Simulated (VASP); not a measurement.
# KMgF3 (Pm-3m) in VASP: settings compared

Aim: see how the results for KMgF3 move with the level of theory and the settings. Levels: PBE+D4, r2SCAN. Tasks: relaxation of cell and atoms.

Everything below comes from runs of VASP 6.6.1. Logs are shortened: lines on timing, memory, paths and dates and some standing lists are left out, and cuts for length are marked.

### Step 1. The cell of the first run

It takes space group Pm-3m (No. 221, cubic). Conventional cell: a = 3.986 Å, b = 3.986 Å, c = 3.986 Å, α = 90.00°, β = 90.00°, γ = 90.00°. K (site symmetry m-3m) has 12 F at 2.82 Å and 8 Mg at 3.45 Å within 3.7 Å. Within 2.6 Å of Mg (site symmetry m-3m) lie 6 F at 1.99 Å. F (site symmetry 4/mmm) has 2 Mg at 1.99 Å within 2.6 Å.

### Step 2. Relaxation of cell and atoms, PBE+D4

INCAR reads:

```
ALGO = Normal
EDIFF = 1E-6
EDIFFG = -0.01
ENCUT = 600
GGA = PE
IBRION = 2
ISIF = 3
ISMEAR = 0
IVDW = 13
LASPH = T
LCHARG = F
LREAL = F
LWAVE = F
NELM = 60
NSW = 80
PREC = Accurate
SIGMA = 0.01
```

KPOINTS reads:

```
k-points
0
Gamma
  6 6 6
```

POSCAR reads:

```
KMgF3
1.0
    3.9859000000      0.0000000000      0.0000000000
    0.0000000000      3.9859000000      0.0000000000
    0.0000000000      0.0000000000      3.9859000000
K Mg F
1 1 3
Direct
    0.5000000000      0.5000000000      0.5000000000
    0.0000000000      0.0000000000      0.0000000000
    0.5000000000      0.0000000000      0.0000000000
    0.0000000000      0.5000000000      0.0000000000
    0.0000000000      0.0000000000      0.5000000000
```

Potentials or basis: VASP PAW PBE potentials, release 64 (K_sv, Mg, F).

The run is started by

```
$ cat potpaw_PBE.64/K_sv/POTCAR potpaw_PBE.64/Mg/POTCAR potpaw_PBE.64/F/POTCAR > POTCAR
$ mpirun -np 1 vasp_std > vasp.out
```

OUTCAR:

```text
EDIFF = 1E-6
   EDIFFG = -0.01
   ENCUT = 600
   GGA = PE
   IBRION = 2
   ISIF = 3
   ISMEAR = 0
   IVDW = 13
   LASPH = T
   LREAL = F
   NELM = 60
   NSW = 80
   PREC = Accurate

 ion  position               nearest neighbor table
   1  0.500  0.500  0.500-   3 2.82   4 2.82   5 2.82   3 2.82   4 2.82   3 2.82   5 2.82   3 2.82
                             4 2.82   5 2.82   4 2.82   5 2.82   2 3.45   2 3.45   2 3.45   2 3.45
   2  0.000  0.000  0.000-   3 1.99   4 1.99   5 1.99   5 1.99   4 1.99   3 1.99   1 3.45   1 3.45
                             1 3.45   1 3.45   1 3.45   1 3.45   1 3.45   1 3.45
   3  0.500  0.000  0.000-   2 1.99   2 1.99   1 2.82   1 2.82   1 2.82   1 2.82
   4  0.000  0.500  0.000-   2 1.99   2 1.99   1 2.82   1 2.82   1 2.82   1 2.82
   5  0.000  0.000  0.500-   2 1.99   2 1.99   1 2.82   1 2.82   1 2.82   1 2.82

  LATTYP: Found a simple cubic cell.
 ALAT       =     3.9859000000

  Lattice vectors:

 A1 = (   3.9859000000,   0.0000000000,   0.0000000000)
 A2 = (   0.0000000000,   3.9859000000,   0.0000000000)
 A3 = (   0.0000000000,   0.0000000000,   3.9859000000)

Analysis of symmetry for initial positions (statically):
=====================================================================
 Subroutine PRICEL returns:
 Original cell was already a primitive cell.

 Routine SETGRP: Setting up the symmetry group for a
 simple cubic supercell.

 Subroutine GETGRP returns: Found 48 space group operations
 (whereof 48 operations were pure point group operations)
 out of a pool of 48 trial point group operations.

The static configuration has the point symmetry O_h .

Analysis of symmetry for dynamics (positions and initial velocities):
=====================================================================
 Subroutine PRICEL returns:
 Original cell was already a primitive cell.

 Routine SETGRP: Setting up the symmetry group for a
 simple cubic supercell.

 Subroutine GETGRP returns: Found 48 space group operations
 (whereof 48 operations were pure point group operations)
 out of a pool of 48 trial point group operations.

The dynamic configuration has the point symmetry O_h .

 Subroutine INISYM returns: Found 48 space group operations
 (whereof 48 operations are pure point group operations),
 and found     1 'primitive' translations

----------------------------------------------------------------------------------------

                                     Primitive cell

  volume of cell :      63.3256

  direct lattice vectors                    reciprocal lattice vectors
     3.985900000  0.000000000  0.000000000     0.250884367  0.000000000  0.000000000
     0.000000000  3.985900000  0.000000000     0.000000000  0.250884367  0.000000000
[... 69 lines left out ...]
   number of dos      NEDOS =    301   number of ions     NIONS =      5
   total plane-waves  NPLWV =  32768
   dimension x,y,z NGX =    32 NGY =   32 NGZ =   32
   dimension x,y,z NGXF=    64 NGYF=   64 NGZF=   64
   ions per type =               1   1   3
   NGX,Y,Z   is equivalent  to a cutoff of  13.35, 13.35, 13.35 a.u.
   NGXF,Y,Z  is equivalent  to a cutoff of  26.69, 26.69, 26.69 a.u.
 SYSTEM =  unknown system
   PREC   = accura    normal or accurate (medium, high low for compatibility)
   ISTART =      0    job   : 0-new  1-cont  2-samecut
   ICHARG =      2    charge: 1-file 2-atom 10-const
   ISPIN  =      1    spin polarized calculation?
   LNONCOLLINEAR =      F non collinear calculations
   LSORBIT =      F    spin-orbit coupling
   LASPH  =      T    aspherical Exc in radial PAW
   ENCUT  =  600.0 eV  44.10 Ry    6.64 a.u.   7.96  7.96  7.96*2*pi/ulx,y,z
   NELM   =     60;   NELMIN=  2; NELMDL= -5     # of ELM steps
   EDIFF  = 0.1E-05   stopping-criterion for ELM
   LREAL  =      F    real-space projection
   EDIFFG = -.1E-01   stopping-criterion for IOM
   NSW    =     80    number of steps for IOM
   IBRION =      2    ionic relax: 0-MD 1-quasi-New 2-CG
   NFREE  =      1    steps in history (QN), initial steepest desc. (CG)
   ISIF   =      3    stress and relaxation
   ISYM   =      2    0-nonsym 1-usesym 2-fastsym
   POTIM  = 0.5000    time-step for ionic-motion
   TEBEG  =    0.0;   TEEND  =   0.0 temperature during run
   PSTRESS=    0.0 pullay stress
   NELECT =      32.0000    total number of electrons
   NUPDOWN=      -1.0000    fix difference up-down
   EMIN   =  10.00;   EMAX   =-10.00  energy-range for DOS
   EFERMI =   0.00;   METHOD = LEGACY
   ISMEAR =     0;   SIGMA  =   0.01  broadening in eV -4-tet -1-fermi 0-gaus
   EFERMI_NEDOS =   21; number of points for ismear=-14 and -15
   IALGO  =     38    algorithm
   IMIX   =      4    mixing-type and parameters
     AMIX     =   0.40;   BMIX     =  1.00
     AMIX_MAG =   1.60;   BMIX_MAG =  1.00
  volume/ion in A,a.u.               =      12.67        85.47
  Fermi-wavevector in a.u.,A,eV,Ry     =   1.303962  2.464132 23.134232  1.700318
  Thomas-Fermi vector in A             =   2.434930
   LORBIT       =      0    0 simple, 1 ext, 2 COOP (PROOUT), +10 PAW based schemes
   GGA     = PE    functional components
   LHFCALC =     F    Hartree Fock is set to
   AEXX    =    0.0000 exact exchange contribution
   IVDW    =    13    specifies the selected vdW correction
   LEPSILON=     F    determine dielectric tensor
   LRPA    =     F    only Hartree local field effects (RPA)
 conjugate gradient relaxation of ions
 non-spin polarized calculation
 Gauss-broadening in eV      SIGMA  =   0.01
  energy-cutoff  :      600.00
  volume of cell :       63.33
 maximum number of plane-waves:      2176
 NGX is ok and might be reduce to    32
   NGX = 15   NGY = 15   NGZ = 15

--------------------------------------- Ionic step        1  -------------------------------------------

 number of electron      32.0000010 magnetization

 Free energy of the ion-electron system (eV)
  ---------------------------------------------------
  ext. energy  EPLUGINS =         0.00000000
  ---------------------------------------------------
  free energy    TOTEN  =       -24.42216180 eV

  energy without entropy =      -24.42216180  energy(sigma->0) =      -24.42216180

------------------------ aborting loop because EDIFF is reached ----------------------------------------

  DFT-D4 for vdW energy calculation

  Edisp (eV):   -0.44092
[... 77 lines left out ...]
--------------------------------------- Ionic step        3  -------------------------------------------

 number of electron      32.0000035 magnetization

 Free energy of the ion-electron system (eV)
  ---------------------------------------------------
  ext. energy  EPLUGINS =         0.00000000
  ---------------------------------------------------
  free energy    TOTEN  =       -24.44677482 eV

  energy without entropy =      -24.44677482  energy(sigma->0) =      -24.44677482

 E-fermi :  -1.6169     XC(G=0):  -9.5393

 val. band max:       -1.7491566202   @ k =   0.5000   0.5000   0.5000
 cond. band min:       5.3387503700   @ k =   0.0000   0.0000   0.0000
 fundamental gap:      7.0879069902
 Fermi energy:        -1.6169237152

 k-point     1 :       0.0000    0.0000    0.0000
  band No.  band energies     occupation
      1     -27.4607      2.00000
      2     -21.7923      2.00000
      3     -21.1758      2.00000
      4     -21.1758      2.00000
      5     -10.9493      2.00000
      6     -10.9493      2.00000
[... 485 lines left out ...]
  FREE ENERGIE OF THE ION-ELECTRON SYSTEM (eV)
  ---------------------------------------------------
  free  energy   TOTEN  =       -24.8753399032 eV

  energy  without entropy=      -24.8753399032  energy(sigma->0) =      -24.87533990

 reached required accuracy - stopping structural energy minimisation
```

Run time: 27 s. Hardware: 1 thread of AMD EPYC 9R45 (Zen 5), shared host; peak memory 0.17 GiB.

What came out:

```
Free energy                           : -24.8753 eV
Relaxed volume                        : 13.04 Å³/atom
Relaxed cell                          : a = 4.025 Å, b = 4.025 Å, c = 4.025 Å, α = 90.00°, β = 90.00°, γ = 90.00°
Space group after relaxing (to 0.1 Å) : Pm-3m (No. 221)
Energy gained by relaxing             : 2.5 meV/atom
Ionic steps                           : 3
Pressure after relaxing               : 0.0 GPa
Band gap on the k mesh                : 7.09 eV (least direct gap 7.41 eV)
Dispersion energy per atom            : -0.086 eV
```

Step by step:
```
step  energy change (eV)  largest force (eV/Å)  pressure (GPa)  volume (Å³)
   1              0.0000                0.0000            2.16        63.33
   2             -0.0120                0.0000            0.31        64.91
   3             -0.0123                0.0000           -0.01        65.21
```

Final structure:
```
K Mg F
1.0
     4.02502    0.00000    0.00000
     0.00000    4.02502    0.00000
     0.00000    0.00000    4.02502
K Mg F
1 1 3
Direct
  0.50000 0.50000 0.50000
  0.00000 0.00000 0.00000
  0.50000 0.00000 0.00000
  0.00000 0.50000 0.00000
  0.00000 0.00000 0.50000
```

A k mesh can miss the band edges. Zero-point motion and thermal expansion aren't in these numbers.

### Step 3. Relaxation of cell and atoms, r2SCAN

POSCAR is that of step 2.

INCAR.step1 reads:

```
SYSTEM = KMgF3
PREC = Accurate
ENCUT = 600
ISMEAR = 0
SIGMA = 0.01
LREAL = .FALSE.
LASPH = .TRUE.
NELM = 60
GGA = PE
ALGO = Normal
EDIFF = 1E-4
LWAVE = .TRUE.
LCHARG = .FALSE.
```

INCAR.step2 reads:

```
SYSTEM = KMgF3
PREC = Accurate
ENCUT = 600
EDIFF = 1E-7
ISMEAR = 0
SIGMA = 0.01
LREAL = .FALSE.
LASPH = .TRUE.
NELM = 60
ALGO = Normal
ISIF = 3
LWAVE = .FALSE.
LCHARG = .FALSE.
METAGGA = R2SCAN
LMIXTAU = .TRUE.
IBRION = 2
NSW = 80
EDIFFG = -0.01
ISTART = 1
```

KPOINTS reads:

```
Automatic mesh
0
G
  6 6 6
  0 0 0
```

Potentials or basis: VASP PAW PBE potentials, release 64 (K_sv, Mg, F).

The run is started by

```
$ cat potpaw_PBE.64/K_sv/POTCAR potpaw_PBE.64/Mg/POTCAR potpaw_PBE.64/F/POTCAR > POTCAR
$ cp INCAR.step1 INCAR
$ mpirun -np 1 vasp_std > vasp.out
$ cp INCAR.step2 INCAR
$ mpirun -np 1 vasp_std > vasp.out
```

Wall time 98 s (1 thread of AMD EPYC 9R45 (Zen 5), shared host); peak memory 0.18 GiB.

The run converged. Its results:

```yaml
Free_energy: -37.4288 eV
Relaxed_volume: 12.52 Å³/atom
Relaxed_cell: a = 3.970 Å, b = 3.970 Å, c = 3.970 Å, α = 90.00°, β = 90.00°, γ = 90.00°
Space_group_after_relaxing_to_0.1_Å: Pm-3m (No. 221)
Energy_gained_by_relaxing: 0.5 meV/atom
Ionic_steps: 2
Pressure_after_relaxing: -0.1 GPa
Band_gap_on_the_k_mesh: 8.35 eV (least direct gap 8.67 eV)
```

The path:
```
step  energy change (eV)  largest force (eV/Å)  pressure (GPa)  volume (Å³)
   1              0.0000                0.0000           -1.03        63.33
   2             -0.0027                0.0000           -0.12        62.58
```

Final structure:
```cif
data_structure
_symmetry_space_group_name_H-M 'P 1'
_symmetry_Int_Tables_number 1
_cell_length_a 3.9703
_cell_length_b 3.9703
_cell_length_c 3.9703
_cell_angle_alpha 90.000
_cell_angle_beta 90.000
_cell_angle_gamma 90.000
_cell_volume 62.58
loop_
_atom_site_label
_atom_site_type_symbol
_atom_site_fract_x
_atom_site_fract_y
_atom_site_fract_z
_atom_site_occupancy
K1 K 0.50000 0.50000 0.50000 1
Mg1 Mg 0.00000 0.00000 0.00000 1
F1 F 0.50000 0.00000 0.00000 1
F2 F 0.00000 0.50000 0.00000 1
F3 F 0.00000 0.00000 0.50000 1
```

Levels at points of the mesh, in eV from the valence-band top:
```
           k point  band 13  band 14  band 15  band 16  band 17  band 18  band 19  band 20
(0.00, 0.00, 0.00)    -0.65    -0.32    -0.32    -0.32     8.35    10.86    10.86    13.21
(0.50, 0.00, 0.00)    -0.88    -0.88    -0.54    -0.54    11.09    11.60    11.94    13.82
(0.50, 0.50, 0.00)    -1.06    -0.90    -0.90    -0.02    11.95    12.61    13.78    13.78
(0.50, 0.50, 0.50)    -1.13     0.00     0.00     0.00    11.43    11.43    11.43    15.16
```

Caveat: the PAW data sets were made with another functional, which shifts forces and pressure a little. r2SCAN opens gaps a little over a GGA but as a rule still falls short of measured ones.
